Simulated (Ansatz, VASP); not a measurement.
LiF in VASP and in Ansatz

```
CELL_PARAMETERS angstrom
3.57549 0.00000 0.00000
0.00000 1.86174 0.00000
0.00000 0.00000 4.05225
ATOMIC_POSITIONS crystal
Li 0.50000 0.00000 0.00000
Li 0.75000 0.00000 0.59544
F 0.00000 0.00000 0.00000
F 0.25000 0.00000 0.40456
```

Alike in both runs: task relaxation of cell and atoms; functional PBE; k mesh 6 × 10 × 4; occupations gaussian, width 0.1 eV; no spin polarisation.

|  | VASP | Ansatz |
| --- | --- | --- |
| version | VASP 6.6.1 | Ansatz 0.2.0 |
| potentials or method | VASP PAW PBE potentials, release 64 (Li_sv, F), cutoff 600 eV | scalar-relativistic, plane waves, PAW |
| valence electrons in the cell | 20 | 20 |

|  | VASP | Ansatz | Ansatz less VASP |
| --- | --- | --- | --- |
| gap on the k mesh at the Fermi level, each at its own relaxed structure (eV) | 6.11 | 5.94 | -0.174 |
| relaxed volume (Å³/atom) | 9.82 | 14.25 | +4.430 |
| relaxed cell length with the largest relative difference (Å) | 2.493 | 3.810 | +1.3173 |

One of these differences is far larger than is usual between the two programs; its cause wasn't traced.

Noted on VASP's run: the cutoff is short for stress, so the pressure is rough; the volume moved by over 15 % at a fixed basis, so the end points are rough.
